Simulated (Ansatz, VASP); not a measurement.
# Two plane-wave programs on CaCoC6N6

```xyz
14
Lattice="0.0000 5.4998 5.4998 5.4998 0.0000 5.4998 5.4998 5.4998 0.0000" Properties=species:S:1:pos:R:3 pbc="T T T"
Ca    5.4998    5.4998    5.4998
Co    0.0000    0.0000    0.0000
C     1.8832    5.4998    5.4998
C     5.4998    1.8832    5.4998
C     5.4998    5.4998    1.8832
C     9.1165    5.4998    5.4998
C     5.4998    9.1165    5.4998
C     5.4998    5.4998    9.1165
N     3.0498    5.4998    5.4998
N     5.4998    3.0498    5.4998
N     5.4998    5.4998    3.0498
N     7.9499    5.4998    5.4998
N     5.4998    7.9499    5.4998
N     5.4998    5.4998    7.9499
```

Alike in both runs: functional PBE; k mesh 4 × 4 × 4; occupations gaussian, width 0.1 eV; collinear spin.

Ansatz relaxed the structure, and its values are those at the end. VASP's run is a single point on that final structure, the one shown.

|  | VASP | Ansatz |
| --- | --- | --- |
| version | VASP 6.6.1 | Ansatz 0.2.0 |
| potentials or method | VASP PAW PBE potentials, release 64 (Ca_sv, Co, C, N), cutoff 520 eV | scalar-relativistic, plane waves, PAW |
| valence electrons in the cell | 73 | 81 |

|  | VASP | Ansatz | Ansatz less VASP |
| --- | --- | --- | --- |
| gap on the k mesh at the Fermi level (eV) | none | none | - |
| pressure (GPa) | 0.4 | 0.1 | -0.34 |
| rms of the force components (eV/Å) | 0.210 | 0.018 | -0.1911 |
| net moment per atom (μB) | 0.07 | 0.07 | 0.000 |
| size of the moment on the site where the two differ most (μB) | 0.70 | 0.66 | -0.043 |

Site moments also hang on the region over which each program counts them. A gap of «none» marks a metal or a gap that the smearing closes. One of these differences is far larger than is usual between the two programs; its cause wasn't traced. VASP's potentials hold 73 valence electrons a cell and Ansatz's 81, so a difference there can come from the potentials and not from the codes.

Noted on VASP's run: the standard files for N, O and F lose accuracy on very short bonds.
